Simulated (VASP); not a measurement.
Write the native input for VASP 6.6.1 that does the following.

- Task: single point
- Functional: PBE
- Potentials or basis: VASP PAW PBE potentials, release 64 (Al, Cu)
- Cutoff: 520 eV
- k mesh: 6 × 6 × 4
- Occupations: gaussian, width 0.1 eV
- Spin: no spin polarisation
- Dipole correction: no
- Further INCAR settings: ALGO = Fast; EDIFF = 1e-06; NBANDS = 16

The structure of Al2Cu lies in POSCAR:

```
Al2Cu
1.0
    2.7479162200      0.0000000000      0.0000000000
   -1.3739581100      2.3797652500      0.0000000000
    0.0000000000      0.0000000000      6.7309926000
Al Cu
2 1
Direct
    0.3333333300      0.6666666700      0.1666666700
    0.6666666700      0.3333333300      0.8333333300
    0.0000000000      0.0000000000      0.5000000000
```

The input as run:

INCAR

```
  PREC = Accurate
  ENCUT = 520
  EDIFF = 1E-6
  ISMEAR = 0
  SIGMA = 0.1
  LREAL = False
  LASPH = True
  NELM = 60
  ALGO = Fast
  ISIF = 2
  LWAVE = False
  LCHARG = True
  GGA = PE
  LELF = True
  LVHAR = True
  NBANDS = 16
```

KPOINTS

```
Automatic mesh
0
Gamma
  6 6 4
```

Potentials or basis: VASP PAW PBE potentials, release 64 (Al, Cu).

Launch:

```console
$ cat potpaw_PBE.64/Al/POTCAR potpaw_PBE.64/Cu/POTCAR > POTCAR
$ mpirun -np 1 vasp_std > vasp.out
```

Results of the run:

- Pressure: -0.1 GPa
- Largest force: 1.080 eV/Å
- Band gap on the k mesh: zero (an odd number of electrons rules out a gap without spin polarisation)

Caveat: the k points lie up to 0.44 Å⁻¹ apart, too coarse for converged energies and pressures of a metal; forces of over 1 eV/Å act on the atoms, so gaps and moduli don't describe the material at rest.

It took 20 s on 1 thread of Intel(R) Xeon(R) Platinum 8488C (Sapphire Rapids), on a shared host, peak memory 0.14 GiB.
